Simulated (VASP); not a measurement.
# NaI (I4/mmm) in VASP: a series of runs, part 3 of 3

VASP 6.6.1.

## (6) Single point, PBE (strain -0.015 along x and y, +0.030 along z)

Contents of INCAR:

```
SYSTEM = NaI
PREC     = Accurate       ! precision mode
ENCUT    = 520            ! plane-wave cutoff, eV
EDIFF    = 1E-7           ! SCF threshold, eV
ISMEAR   = 0              ! smearing method
SIGMA    = 0.05           ! smearing width, eV
LREAL    = .FALSE.        ! projectors in reciprocal space
LASPH    = .TRUE.         ! aspherical terms in the spheres
NELM     = 100            ! most SCF steps
ALGO     = Normal         ! electronic algorithm
ISIF     = 2              ! what is computed and relaxed
LWAVE    = .FALSE.        ! write WAVECAR
LCHARG   = .FALSE.        ! write CHGCAR
GGA      = PE             ! functional
NBANDS   = 14             ! bands
```

Contents of KPOINTS:

```
regular mesh
0
G
  6 6 6
  0 0 0
```

Contents of POSCAR:

```
NaI
1.0
    0.0000000000      3.1878540000      3.3334920000
    3.1878540000      0.0000000000      3.3334920000
    3.1878540000      3.1878540000      0.0000000000
Na I
1 1
Direct
    0.0000000000      0.0000000000      0.0000000000
    0.5000000000      0.5000000000      0.5000000000
```

Potentials or basis: VASP PAW PBE potentials, release 64 (Na_pv, I).

On the command line:

```console
> cat potpaw_PBE.64/Na_pv/POTCAR potpaw_PBE.64/I/POTCAR > POTCAR
> mpirun -np 1 vasp_std > vasp.out
```

OUTCAR:

```text
SYSTEM = NaI
   PREC = Accurate
   ENCUT = 520
   EDIFF = 1E-7
   ISMEAR = 0
   LREAL = .FALSE.
   LASPH = .TRUE.
   NELM = 100
   ISIF = 2
   GGA = PE

 ion  position               nearest neighbor table
   1  0.000  0.000  0.000-
   2  0.500  0.500  0.500-

  LATTYP: Found a body centered tetragonal cell.
 ALAT       =     4.5083063617
 C/A-ratio  =     1.4788223038

  Lattice vectors:

 A1 = (  -3.1878540000,   0.0000000000,   3.3334920000)
 A2 = (   3.1878540000,   0.0000000000,   3.3334920000)
 A3 = (   0.0000000000,   3.1878540000,  -3.3334920000)

Analysis of symmetry for initial positions (statically):
=====================================================================
 Subroutine PRICEL returns:
 Original cell was already a primitive cell.

 Routine SETGRP: Setting up the symmetry group for a
 body centered tetragonal supercell.

 Subroutine GETGRP returns: Found 16 space group operations
 (whereof 16 operations were pure point group operations)
 out of a pool of 16 trial point group operations.

The static configuration has the point symmetry D_4h.

Analysis of symmetry for dynamics (positions and initial velocities):
=====================================================================
 Subroutine PRICEL returns:
 Original cell was already a primitive cell.

 Routine SETGRP: Setting up the symmetry group for a
 body centered tetragonal supercell.

 Subroutine GETGRP returns: Found 16 space group operations
 (whereof 16 operations were pure point group operations)
 out of a pool of 16 trial point group operations.

The dynamic configuration has the point symmetry D_4h.

 Subroutine INISYM returns: Found 16 space group operations
 (whereof 16 operations are pure point group operations),
 and found     1 'primitive' translations

----------------------------------------------------------------------------------------

                                     Primitive cell

  volume of cell :      67.7526

  direct lattice vectors                    reciprocal lattice vectors
[... 112 lines left out ...]
   GGA     = PE    functional components
   LHFCALC =     F    Hartree Fock is set to
   AEXX    =    0.0000 exact exchange contribution
   IVDW    =     0    specifies the selected vdW correction
   LEPSILON=     F    determine dielectric tensor
   LRPA    =     F    only Hartree local field effects (RPA)
 non-spin polarized calculation
 Gauss-broadening in eV      SIGMA  =   0.05
  energy-cutoff  :      520.00
  volume of cell :       67.75
 maximum number of plane-waves:      1857
 NGX is ok and might be reduce to    36
   NGX = 17   NGY = 17   NGZ = 17

 number of electron      13.9999992 magnetization

 Free energy of the ion-electron system (eV)
  ---------------------------------------------------
  ext. energy  EPLUGINS =         0.00000000
  ---------------------------------------------------
  free energy    TOTEN  =        -5.37794407 eV

  energy without entropy =       -5.37794407  energy(sigma->0) =       -5.37794407

 E-fermi :   1.0555     XC(G=0):  -7.7046

 val. band max:        0.8386936946   @ k =   0.0000   0.0000   0.0000
 cond. band min:       4.4571179850   @ k =   0.0000   0.0000   0.0000
 fundamental gap:      3.6184242904
 Fermi energy:         1.0555164776

 k-point     1 :       0.0000    0.0000    0.0000
  band No.  band energies     occupation
      1     -21.6271      2.00000
      2     -21.6228      2.00000
      3     -21.6228      2.00000
      4     -10.2109      2.00000
      5       0.7940      2.00000
      6       0.7940      2.00000
      7       0.8387      2.00000
      8       4.4571      0.00000
      9       8.5527      0.00000
     10       8.8477      0.00000
     11       8.8477      0.00000
     12      10.2994      0.00000
     13      10.8071      0.00000
     14      11.2588      0.00000
[... 377 lines left out ...]
      1     -21.6287      2.00000
      2     -21.6266      2.00000
      3     -21.6248      2.00000
      4      -9.8274      2.00000
      5      -0.9721      2.00000
      6      -0.1778      2.00000
      7       0.1555      2.00000
      8       5.8352      0.00000
      9       6.9388      0.00000
     10       9.4189      0.00000
     11      10.3078      0.00000
     12      11.6354      0.00000
     13      13.1775      0.00000
     14      13.8736      0.00000

 [... further k-points ...]
[... 5 lines left out ...]
  --------------------------------------------------------------------------------------
  -------------------------------------------------------------------------------------
  Total        0.3716104      0.3716104     -0.0805979      0.0000000      0.0000000      0.0000000
  in kB        8.7876383      8.7876383     -1.9059338      0.0000000      0.0000000      0.0000000
  external PRESSURE =       5.2231143 kB  Pullay stress =       0.0000000 kB

 VOLUME and BASIS-vectors are now :
 -----------------------------------------------------------------------------
  energy-cutoff  :      520.00
  volume of cell :       67.75
      direct lattice vectors                 reciprocal lattice vectors
     0.000000000  3.187854000  3.333492000    -0.156845326  0.156845326  0.149992860
     3.187854000  0.000000000  3.333492000     0.156845326 -0.156845326  0.149992860
     3.187854000  3.187854000  0.000000000     0.156845326  0.156845326 -0.149992860

 POSITION                                       TOTAL-FORCE (eV/Angst)
 -----------------------------------------------------------------------------------
      0.00000      0.00000      0.00000        -0.000000      0.000000      0.000000
      3.18785      3.18785      3.33349         0.000000     -0.000000      0.000000
 -----------------------------------------------------------------------------------
    total drift:                                0.000000      0.000000      0.000000

  FREE ENERGIE OF THE ION-ELECTRON SYSTEM (eV)
  ---------------------------------------------------
  free  energy   TOTEN  =        -5.3779440712 eV

  energy  without entropy=       -5.3779440712  energy(sigma->0) =       -5.37794407
```

OSZICAR:

```text
N       E                     dE             d eps       ncg     rms          rms(c)
DAV:   1     0.835082179554E+02    0.83508E+02   -0.66100E+03   840   0.902E+02
DAV:   2     0.127727550900E+01   -0.82231E+02   -0.76827E+02   888   0.220E+02
DAV:   3    -0.528847389970E+01   -0.65657E+01   -0.65205E+01  1068   0.606E+01
DAV:   4    -0.544247528876E+01   -0.15400E+00   -0.15395E+00  1076   0.971E+00
DAV:   5    -0.544608303016E+01   -0.36077E-02   -0.36076E-02  1152   0.145E+00    0.163E+00
DAV:   6    -0.538453867965E+01    0.61544E-01   -0.71342E-02  1026   0.155E+00    0.110E+00
DAV:   7    -0.537585193681E+01    0.86867E-02   -0.65232E-02  1074   0.131E+00    0.614E-01
DAV:   8    -0.537796526505E+01   -0.21133E-02   -0.53727E-03   972   0.579E-01    0.181E-01
DAV:   9    -0.537792760825E+01    0.37657E-04   -0.21063E-04  1092   0.126E-01    0.394E-02
DAV:  10    -0.537794260350E+01   -0.14995E-04   -0.36656E-05  1038   0.607E-02    0.108E-02
DAV:  11    -0.537794367387E+01   -0.10704E-05   -0.40773E-06  1104   0.194E-02    0.184E-03
DAV:  12    -0.537794403992E+01   -0.36605E-06   -0.56215E-07  1002   0.517E-03    0.107E-03
DAV:  13    -0.537794407121E+01   -0.31293E-07   -0.13216E-08   888   0.100E-03
   1 F= -.53779441E+01 E0= -.53779441E+01  d E =-.889746E-12
```

stdout:

```text
POSCAR found type information on POSCAR NaI
 POSCAR found :  2 types and       2 ions
 scaLAPACK will be used
 LDA part: xc-table for (Slater+PW92), standard interpolation
 POSCAR, INCAR and KPOINTS ok, starting setup
 FFT: planning ... GRIDC
 FFT: planning ... GRID_SOFT
 FFT: planning ... GRID
 WAVECAR not read
 entering main loop
```

Run time: 22 s. Hardware: 1 thread of Intel Xeon Platinum 8259CL at 2.50GHz (Skylake/Cascade Lake), shared host; peak memory 0.21 GiB.

What came out:

```
Free energy            : -5.3779 eV
Pressure               : 0.5 GPa
Band gap on the k mesh : 3.62 eV
```

Caveat: the cell differs from its parent crystal (strain -0.015 along x and y, +0.030 along z); spin-orbit coupling is left out, which moves the levels of the heavy elements.

## (7) The runs side by side

```tsv
cell	gap on the mesh (eV)	pressure (GPa)
a = 4.474, b = 4.474, c = 4.508 Å, angles 59.7, 59.7, 60.5°, 2 atoms	3.81	1.7
a = 4.543, b = 4.543, c = 4.508 Å, angles 60.3, 60.3, 59.5°, 2 atoms	3.71	1.0
a = 4.543, b = 4.543, c = 4.577 Å, angles 59.8, 59.8, 60.5°, 2 atoms	3.68	0.7
a = 4.577, b = 4.577, c = 4.508 Å, angles 60.5, 60.5, 59.0°, 2 atoms	3.66	0.7
a = 4.612, b = 4.612, c = 4.508 Å, angles 60.7, 60.7, 58.5°, 2 atoms	3.62	0.5
```

Alike in all rows: task single point; level PBE; potentials or basis VASP PAW PBE potentials, release 64 (Na_pv, I); no spin polarisation; k mesh 6 × 6 × 6; cutoff (eV) 520; smearing gaussian 0.05 eV.

Caveats: spin-orbit coupling is left out, which moves the levels of the heavy elements.

Absolute energies hang on the potentials; compare differences alone.
